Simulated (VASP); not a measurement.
# BaTiO3 (Cm) in VASP: a series of runs, part 2 of 2

VASP 6.6.1. Earlier steps stand in the parts before.

## Step 4: Single point, PBE (equal xy, yz and zx shear strains of +2 %)

The input, INCAR:

```
PREC = Accurate
ENCUT = 520
EDIFF = 1E-7
ISMEAR = -1
SIGMA = 0.08
LREAL = False
LASPH = True
NELM = 100
ALGO = Normal
ISIF = 2
LWAVE = False
LCHARG = False
GGA = PE
NBANDS = 28
```

The input, KPOINTS:

```
Automatic mesh
0
Gamma
  7 7 7
```

The input, POSCAR:

```
BaTiO3
1.0
    3.9998000000      0.0399980000      0.0399980000
    0.0399980000      3.9998000000      0.0399980000
    0.0401800000      0.0401800000      4.0180000000
Ba Ti O
1 1 3
Direct
    0.0000000000      0.0000000000      0.0000000000
    0.5000000000      0.5000000000      0.4820000000
    0.5000000000      0.5000000000      0.0160000000
    0.5000000000      0.0000000000      0.5150000000
    0.0000000000      0.5000000000      0.5150000000
```

Potentials or basis: VASP PAW PBE potentials, release 64 (Ba_sv, Ti_sv, O).

Command:

```sh
$ cat potpaw_PBE.64/Ba_sv/POTCAR potpaw_PBE.64/Ti_sv/POTCAR potpaw_PBE.64/O/POTCAR > POTCAR
$ mpirun -np 1 vasp_std > vasp.out
```

OUTCAR:

```text
PREC = Accurate
   ENCUT = 520
   EDIFF = 1E-7
   ISMEAR = -1
   LREAL = False
   LASPH = True
   NELM = 100
   ISIF = 2
   GGA = PE

 ion  position               nearest neighbor table
   1  0.000  0.000  0.000-   4 2.76   5 2.76   3 2.80   3 2.80   5 2.82   4 2.82   5 2.85   4 2.85
                             3 2.86   3 2.86   4 2.91   5 2.91   2 3.40   2 3.40   2 3.41   2 3.49
   2  0.500  0.500  0.482-   3 1.87   4 2.00   5 2.00   4 2.01   5 2.01   3 2.15   1 3.40   1 3.40
                             1 3.41   1 3.49   1 3.49   1 3.49   1 3.50   1 3.58
   3  0.500  0.500  0.016-   2 1.87   2 2.15   1 2.80   1 2.80   1 2.86   1 2.86
   4  0.500  0.000  0.515-   2 2.00   2 2.01   1 2.76   1 2.82   1 2.85   1 2.91
   5  0.000  0.500  0.515-   2 2.00   2 2.01   1 2.76   1 2.82   1 2.85   1 2.91

  LATTYP: Found a base centered monoclinic cell.
 ALAT       =     5.7136971500
 B/A-ratio  =     0.9801019455
 C/A-ratio  =     0.7032927498
 COS(beta)  =    -0.0281386778

  Lattice vectors:

 A1 = (  -3.9998000000,  -0.0399980000,  -0.0399980000)
 A2 = (  -0.0399980000,  -3.9998000000,  -0.0399980000)
 A3 = (   0.0401800000,   0.0401800000,   4.0180000000)

Analysis of symmetry for initial positions (statically):
=====================================================================
 Subroutine PRICEL returns:
 Original cell was already a primitive cell.

 Routine SETGRP: Setting up the symmetry group for a
 base centered monoclinic supercell.

 Subroutine GETGRP returns: Found  2 space group operations
 (whereof  2 operations were pure point group operations)
 out of a pool of  4 trial point group operations.

The static configuration has the point symmetry C_1h.

Analysis of symmetry for dynamics (positions and initial velocities):
=====================================================================
 Subroutine PRICEL returns:
 Original cell was already a primitive cell.

 Routine SETGRP: Setting up the symmetry group for a
 base centered monoclinic supercell.

[... 132 lines left out ...]
  Fermi-wavevector in a.u.,A,eV,Ry     =   1.397792  2.641443 26.583360  1.953822
  Thomas-Fermi vector in A             =   2.521013
   LORBIT       =      0    0 simple, 1 ext, 2 COOP (PROOUT), +10 PAW based schemes
   GGA     = PE    functional components
   LHFCALC =     F    Hartree Fock is set to
   AEXX    =    0.0000 exact exchange contribution
   IVDW    =     0    specifies the selected vdW correction
   LEPSILON=     F    determine dielectric tensor
   LRPA    =     F    only Hartree local field effects (RPA)
 non-spin polarized calculation
  energy-cutoff  :      520.00
  volume of cell :       64.26
 maximum number of plane-waves:      1761
 NGX is ok and might be reduce to    30
   NGX = 15   NGY = 15   NGZ = 15

 number of electron      39.9999972 magnetization

 Free energy of the ion-electron system (eV)
  ---------------------------------------------------
  ext. energy  EPLUGINS =         0.00000000
  ---------------------------------------------------
  free energy    TOTEN  =       -39.95181588 eV

  energy without entropy =      -39.95181459  energy(sigma->0) =      -39.95181523

 E-fermi :   4.7933     XC(G=0): -11.2423

 val. band max:        3.7887260567   @ k =  -0.4286  -0.4286   0.4286
 cond. band min:       5.6270543579   @ k =   0.0000   0.0000   0.0000
 fundamental gap:      1.8383283012
 Fermi energy:         4.7933171755

 k-point     1 :       0.0000    0.0000    0.0000
  band No.  band energies     occupation
      1     -52.7244      2.00000
      2     -28.9809      2.00000
      3     -28.9442      2.00000
      4     -28.9248      2.00000
      5     -21.0160      2.00000
      6     -13.0746      2.00000
[... 733 lines left out ...]
     27       9.8997      0.00000
     28      11.9854      0.00000

 [... further k-points ...]

------------------------ aborting loop because EDIFF is reached ----------------------------------------

  FORCE on cell =-STRESS in cart. coord.  units (eV):
  Direction    XX          YY          ZZ          XY          YZ          ZX
  --------------------------------------------------------------------------------------
  -------------------------------------------------------------------------------------
  Total        1.6232025      1.6232025      2.2514185     -1.0015241     -0.9656461     -0.9656460
  in kB       40.4693522     40.4693522     56.1319022    -24.9697918    -24.0752892    -24.0752873
  external PRESSURE =      45.6902022 kB  Pullay stress =       0.0000000 kB

 VOLUME and BASIS-vectors are now :
 -----------------------------------------------------------------------------
  energy-cutoff  :      520.00
  volume of cell :       64.26
      direct lattice vectors                 reciprocal lattice vectors
     3.999800000  0.039998000  0.039998000     0.250062018 -0.002475862 -0.002475862
     0.039998000  3.999800000  0.039998000    -0.002475862  0.250062018 -0.002475862
     0.040180000  0.040180000  4.018000000    -0.002464647 -0.002464647  0.248929333

 POSITION                                       TOTAL-FORCE (eV/Angst)
 -----------------------------------------------------------------------------------
      0.00000      0.00000      0.00000        -0.003516     -0.003516     -0.067952
      2.03927      2.03927      1.97667        -0.045575     -0.045575      0.075775
      2.02054      2.02054      0.10429         0.025418      0.025418      0.308327
      2.02059      0.04069      2.08927         0.021776      0.001897     -0.158075
      0.04069      2.02059      2.08927         0.001897      0.021776     -0.158075
 -----------------------------------------------------------------------------------
    total drift:                                0.000019      0.000019     -0.000484

  FREE ENERGIE OF THE ION-ELECTRON SYSTEM (eV)
  ---------------------------------------------------
  free  energy   TOTEN  =       -39.9518158809 eV

  energy  without entropy=      -39.9518145855  energy(sigma->0) =      -39.95181523
```

stdout:

```text
POSCAR found type information on POSCAR BaTiO
 POSCAR found :  3 types and       5 ions
 scaLAPACK will be used
 LDA part: xc-table for (Slater+PW92), standard interpolation
 POSCAR, INCAR and KPOINTS ok, starting setup
 FFT: planning ... GRIDC
 FFT: planning ... GRID_SOFT
 FFT: planning ... GRID
 WAVECAR not read
 entering main loop
```

It took 95 s on 1 thread of Intel Xeon 6975P-C (Granite Rapids), shared host; peak memory 0.3 GiB.

What came out:

- Free energy: -39.9518 eV
- Pressure: 4.6 GPa
- Largest force: 0.310 eV/Å
- Band gap on the k mesh: 1.84 eV (least direct gap 2.02 eV)

Forces in eV/Å, atoms in the order of the input:
```
Ba  -0.004 -0.004 -0.068
Ti  -0.046 -0.046  0.076
O    0.025  0.025  0.308
O    0.022  0.002 -0.158
O    0.002  0.022 -0.158
```

Levels at points of the mesh, in eV from the valence-band top:
```tsv
k point	band 18	band 19	band 20	band 21	band 22	band 23
(0.00, 0.00, 0.00)	-0.37	-0.23	-0.18	1.84	2.11	2.18
```

Caveat: the cell differs from its parent crystal (equal xy, yz and zx shear strains of +2 %); the cell stands under pressure; spin-orbit coupling is left out, which moves the levels of the heavy elements; an odd mesh through Γ misses points on the zone boundary, where band edges can lie.

## Step 5: Single point, PBE (equal xy, yz and zx shear strains of -2 %)

The input, INCAR:

```
PREC = Accurate
ENCUT = 520
EDIFF = 1E-7
ISMEAR = -1
SIGMA = 0.08
LREAL = F
LASPH = T
NELM = 80
ALGO = Normal
ISIF = 2
LWAVE = F
LCHARG = F
GGA = PE
NBANDS = 28
```

The input, KPOINTS:

```
regular mesh
0
Gamma
  7 7 7
```

POSCAR, as its differences from that of step 4:

```diff
@@ -2,5 +2,5 @@
 1.0
-    3.9998000000      0.0399980000      0.0399980000
-    0.0399980000      3.9998000000      0.0399980000
-    0.0401800000      0.0401800000      4.0180000000
+    3.9998000000     -0.0399980000     -0.0399980000
+   -0.0399980000      3.9998000000     -0.0399980000
+   -0.0401800000     -0.0401800000      4.0180000000
 Ba Ti O
```

Command:

```sh
$ cat potpaw_PBE.64/Ba_sv/POTCAR potpaw_PBE.64/Ti_sv/POTCAR potpaw_PBE.64/O/POTCAR > POTCAR
$ mpirun -np 1 vasp_std > vasp.out
```

Run time: 81 s. Hardware: 1 thread of Intel Xeon 6975P-C (Granite Rapids), shared host; peak memory 0.29 GiB.

The run converged. Its results:

```yaml
Free_energy: -39.9511 eV
Pressure: 4.6 GPa
Largest_force: 0.310 eV/Å
Band_gap_on_the_k_mesh: 1.84 eV (least direct gap 1.99 eV)
```

Forces on the atoms (eV/Å):
```
Ba  -0.001 -0.001 -0.068
Ti   0.045  0.045  0.076
O   -0.022 -0.022  0.308
O   -0.020 -0.002 -0.158
O   -0.002 -0.020 -0.158
```

Stress tensor (GPa, compression positive):
```
4.05 2.54 2.45
2.54 4.05 2.45
2.45 2.45 5.61
```

Levels at points of the mesh, in eV from the valence-band top:
```
           k point  band 17  band 18  band 19  band 20  band 21  band 22  band 23  band 24
(0.00, 0.00, 0.00)    -1.04    -0.31    -0.30    -0.15     1.84     2.12     2.18     4.06
```

Caveat: the cell differs from its parent crystal (equal xy, yz and zx shear strains of -2 %); the cell stands under pressure; spin-orbit coupling is left out, which moves the levels of the heavy elements; an odd mesh through Γ misses points on the zone boundary, where band edges can lie.

## Step 6: Single point, PBE (equal xy, yz and zx shear strains of +1 %)

The input, INCAR:

```
SYSTEM = BaTiO3
  ALGO = Normal
  EDIFF = 1E-7
  ENCUT = 520
  GGA = PE
  ISIF = 2
  ISMEAR = -1
  LASPH = .True.
  LCHARG = .False.
  LREAL = .False.
  LWAVE = .False.
  NBANDS = 28
  NELM = 80
  PREC = Accurate
  SIGMA = 0.08
```

The input, KPOINTS:

```
k-points
0
Gamma
  7 7 7
  0 0 0
```

POSCAR, as its differences from that of step 5:

```diff
@@ -2,5 +2,5 @@
 1.0
-    3.9998000000     -0.0399980000     -0.0399980000
-   -0.0399980000      3.9998000000     -0.0399980000
-   -0.0401800000     -0.0401800000      4.0180000000
+    3.9998000000      0.0199990000      0.0199990000
+    0.0199990000      3.9998000000      0.0199990000
+    0.0200900000      0.0200900000      4.0180000000
 Ba Ti O
```

Potentials or basis: VASP PAW PBE potentials, release 64 (Ba_sv, Ti_sv, O).

Command:

```sh
$ cat potpaw_PBE.64/Ba_sv/POTCAR potpaw_PBE.64/Ti_sv/POTCAR potpaw_PBE.64/O/POTCAR > POTCAR
$ mpirun -np 1 vasp_std > vasp.out
```

It took 85 s on 1 thread of Intel Xeon 6975P-C (Granite Rapids), shared host; peak memory 0.3 GiB.

It converged, with:

- Free energy: -39.9741 eV
- Pressure: 4.5 GPa
- Largest force: 0.306 eV/Å
- Band gap on the k mesh: 1.86 eV (least direct gap 2.07 eV)

Forces in eV/Å, atoms in the order of the input:
```
Ba  -0.001 -0.001 -0.068
Ti  -0.023 -0.023  0.080
O    0.012  0.012  0.305
O    0.011  0.001 -0.158
O    0.001  0.011 -0.158
```

Stress tensor (GPa, compression positive):
```
 3.95 -1.25 -1.21
-1.25  3.95 -1.21
-1.21 -1.21  5.53
```

Levels at points of the mesh, in eV from the valence-band top:
```csv
k point,band 16,band 17,band 18,band 19,band 20,band 21,band 22,band 23,band 24,band 25
"(0.00, 0.00, 0.00)",-1.20,-1.05,-0.31,-0.24,-0.20,1.86,2.14,2.18,4.07,4.22
```

Caveat: the cell differs from its parent crystal (equal xy, yz and zx shear strains of +1 %); the cell stands under pressure; spin-orbit coupling is left out, which moves the levels of the heavy elements; an odd mesh through Γ misses points on the zone boundary, where band edges can lie.

## Step 7: The runs side by side

| cell | gap on the mesh (eV) | pressure (GPa) | largest force (eV/Å) |
| --- | --- | --- | --- |
| a = 4.001, b = 4.001, c = 4.019 Å, angles 91.7°, 5 atoms | 1.81 | 4.7 | 0.32 |
| a = 4.000, b = 4.000, c = 4.018 Å, angles 90.6°, 5 atoms | 1.86 | 4.5 | 0.31 |
| a = 4.000, b = 4.000, c = 4.018 Å, angles 88.8°, 5 atoms | 1.84 | 4.6 | 0.31 |
| a = 4.000, b = 4.000, c = 4.018 Å, angles 91.1°, 5 atoms | 1.84 | 4.6 | 0.31 |
| a = 4.000, b = 4.000, c = 4.018 Å, angles 89.4°, 5 atoms | 1.86 | 4.5 | 0.31 |

Alike in all rows: task single point; level PBE; potentials or basis VASP PAW PBE potentials, release 64 (Ba_sv, Ti_sv, O); no spin polarisation; k mesh 7 × 7 × 7; cutoff (eV) 520; smearing fermi-dirac 0.08 eV.

Caveats: the cell stands under pressure; spin-orbit coupling is left out, which moves the levels of the heavy elements; an odd mesh through Γ misses points on the zone boundary, where band edges can lie.

Absolute energies hang on the potentials; compare differences alone.
